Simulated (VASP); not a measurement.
Here is a VASP 6.6.1 calculation.

File INCAR:

```
PREC = Accurate ; ENCUT = 520
EDIFF = 1E-7 ; ISMEAR = -1
SIGMA = 0.1 ; LREAL = False
LASPH = True ; NELM = 60
ALGO = Normal ; ISIF = 2
LWAVE = False ; LCHARG = True
GGA = B5 ; ALDAX = 1.0
AGGAX = 1.0 ; AGGAC = 1.0
ALDAC = 0.0 ; LELF = True
LVHAR = True ; NBANDS = 13
```

Contents of KPOINTS:

```
Automatic mesh
0
Gamma
  17 17 17
```

File POSCAR:

```
Pb
1.0
    0.0000000000      2.6236583826      2.6236583826
    2.6236583826      0.0000000000      2.6236583826
    2.6236583826      2.6236583826      0.0000000000
Pb
1
Direct
    0.0000000000      0.0000000000      0.0000000000
```

Potentials or basis: VASP PAW PBE potentials, release 64 (Pb_d).

The run is started by

```sh
$ cat potpaw_PBE.64/Pb_d/POTCAR > POTCAR
$ mpirun -np 1 vasp_std > vasp.out
```

What does it give for the pressure?

-1.0 GPa.

Estimate the band gap on the k mesh.

zero (band 7 reaches 11.86 eV, above the bottom of band 8 at 4.74 eV).

Caveat: the PAW data sets were made with another functional, which shifts forces and pressure a little; spin-orbit coupling is left out, which moves the levels of the heavy elements.
